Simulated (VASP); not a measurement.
Set up this calculation in VASP 6.6.1, as the native input.

```yaml
Task: electric field gradients
Functional: PBEsol
Potentials_or_basis: VASP PAW PBE potentials, release 64 (Zn)
Cutoff: 520 eV
k_mesh: 18 × 18 × 8
Occupations: fermi-dirac, width 0.03 eV
Spin: no spin polarisation
Dipole_correction: no
Further_INCAR_settings: ALGO = Normal; EDIFF = 1e-08; NBANDS = 19
```

The structure of Zn lies in POSCAR:

```
Zn
1.0
    2.6469129636      0.0000000000      0.0000000000
   -1.3234564818      2.2922938681      0.0000000000
    0.0000000000      0.0000000000      4.9134996708
Zn
2
Direct
    0.3333333333      0.6666666667      0.2500000000
    0.6666666667      0.3333333333      0.7500000000
```

This cell differs from its parent crystal: volume scaled by 0.98.

The input as run:

INCAR

```
SYSTEM = Zn
PREC = Accurate
ENCUT = 520
EDIFF = 1E-8
ISMEAR = -1
SIGMA = 0.03
LREAL = .False.
LASPH = .True.
NELM = 100
ALGO = Normal
ISIF = 2
LWAVE = .False.
LCHARG = .False.
GGA = PS
LEFG = .True.
NBANDS = 19
```

KPOINTS

```
regular mesh
0
Gamma
  18 18 8
  0 0 0
```

Potentials or basis: VASP PAW PBE potentials, release 64 (Zn).

Command:

```console
$ cat potpaw_PBE.64/Zn/POTCAR > POTCAR
$ mpirun -np 1 vasp_std > vasp.out
```

It gave:

```
Pressure               : -3.7 GPa
Band gap on the k mesh : zero (band 12 reaches 4.71 eV, above the bottom of band 13 at 0.06 eV)
```

Caveat: without QUAD_EFG the Cq values of the log hold for a quadrupole moment of 1 mb, not for the nuclei; the PAW data sets were made with another functional, which shifts forces and pressure a little.

It took 36 s on 1 thread of Intel(R) Xeon(R) 6975P-C (Granite Rapids), with other jobs on the host, peak memory 0.2 GiB.
